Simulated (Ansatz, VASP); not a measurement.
**One calculation of Ti, two programs**

```
Ti
1.0
     2.95000    0.00000    0.00000
    -1.47500    2.55477    0.00000
     0.00000    0.00000    4.61571
Ti
2
Direct
  0.33333 0.66667 0.25000
  0.66667 0.33333 0.75000
```

Change from the starting cell: strain +0.000 along x and y, -0.015 along z, atoms carried along.

Alike in both runs: task single point; functional r2SCAN; k mesh 18 × 18 × 10; occupations gaussian, width 0.15 eV; no spin polarisation.

|  | VASP | Ansatz |
| --- | --- | --- |
| version | VASP 6.6.1 | Ansatz 0.2.0 |
| potentials or method | VASP PAW PBE potentials, release 64 (Ti_sv), cutoff 520 eV | scalar-relativistic, plane waves, PAW |
| valence electrons in the cell | 24 | 24 |

|  | VASP | Ansatz | Ansatz less VASP |
| --- | --- | --- | --- |
| gap on the k mesh at the Fermi level (eV) | none | none | - |
| pressure (GPa) | -0.2 | -0.6 | -0.36 |
| traceless stress, the component that is largest in VASP (GPa) | 0.78 | 0.76 | -0.010 |

VASP's potentials were made for PBE, not for r2SCAN. A gap of «none» marks a metal or a gap that the smearing closes. The functional is the same, so the differences come from potentials, cutoffs and numerics.
